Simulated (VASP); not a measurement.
Runs of VASP 6.6.1 on Mg. The structure is that of space group Fm-3m (No. 225), or close to it. The cells are those of the table. 

```csv
task,cell,gap on the mesh (eV),pressure (GPa)
electric field gradients,"a = 3.206, b = 3.206, c = 3.174 Å, angles 60.3, 60.3, 59.3°, 1 atom",none,0.0
electric field gradients,"a = 3.110 Å, angles 60.0°, 1 atom",none,3.4
electric field gradients,"a = 3.153 Å, angles 60.0°, 1 atom",none,1.5
electric field gradients,"a = 3.190 Å, angles 59.3°, 1 atom",none,0.7
single point,"a = 3.158 Å, angles 60.7°, 1 atom",none,0.7
single point,"a = 3.127 Å, angles 62.0°, 1 atom",none,0.8
single point,"a = 3.190 Å, angles 59.3°, 1 atom",none,0.7
electric field gradients,"a = 3.184 Å, angles 60.0°, 1 atom",none,(a)
single point,"a = 3.153 Å, angles 60.0°, 1 atom",none,1.5
single point,"a = 3.163 Å, angles 60.0°, 1 atom",none,(b)
electric field gradients,"a = 3.236 Å, angles 60.0°, 1 atom",none,-1.3
electric field gradients,"a = 3.142, b = 3.142, c = 3.174 Å, angles 59.7, 59.7, 60.7°, 1 atom",none,1.5
```

Alike in all rows: level PBE; potentials or basis VASP PAW PBE potentials, release 64 (Mg); no spin polarisation; k mesh 16 × 16 × 16; cutoff (eV) 520; smearing fermi-dirac 0.03 eV.

Task: Estimate the missing entries.

Result: (a) 0.3; (b) 1.1.

A gap of «none» marks levels without a gap at the run's occupations.
